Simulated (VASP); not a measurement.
Set up this calculation in VASP 6.6.1, as the native input.

```
Task                   : single point
Functional             : PBEsol
Potentials or basis    : VASP PAW PBE potentials, release 64 (Li_sv, H)
Cutoff                 : 520 eV
k mesh                 : 10 × 10 × 10
Occupations            : gaussian, width 0.05 eV
Spin                   : no spin polarisation
Dipole correction      : no
Further INCAR settings : ALGO = Normal; EDIFF = 1e-06; NBANDS = 9
```

The structure of LiH lies in POSCAR:

```
LiH
1.0
    0.0000000000      1.9512000000      2.1951000000
    1.9512000000      0.0000000000      2.1951000000
    1.9512000000      1.9512000000      0.0000000000
Li H
1 1
Direct
    0.0000000000      0.0000000000      0.0000000000
    0.5000000000      0.5000000000      0.5000000000
```

This cell differs from its parent crystal: strain -0.040 along x and y, +0.080 along z.

One way to write it, as run:

INCAR

```
PREC = Accurate
ENCUT = 520
EDIFF = 1E-6
ISMEAR = 0
SIGMA = 0.05
LREAL = F
LASPH = T
NELM = 60
ALGO = Normal
ISIF = 2
LWAVE = F
LCHARG = F
GGA = PS
NBANDS = 9
```

KPOINTS

```
regular mesh
0
Gamma
  10 10 10
```

Potentials or basis: VASP PAW PBE potentials, release 64 (Li_sv, H).

Launch:

```console
$ cat potpaw_PBE.64/Li_sv/POTCAR potpaw_PBE.64/H/POTCAR > POTCAR
$ mpirun -np 1 vasp_std > vasp.out
```

It gave:

```yaml
Band_gap_on_the_k_mesh: 1.55 eV, indirect (least direct gap 2.49 eV)
```

Caveat: the cell differs from its parent crystal (strain -0.040 along x and y, +0.080 along z).

Run time: 12 s on 1 thread of Intel(R) Xeon(R) Platinum 8488C (Sapphire Rapids) (shared host), peak memory 0.14 GiB.
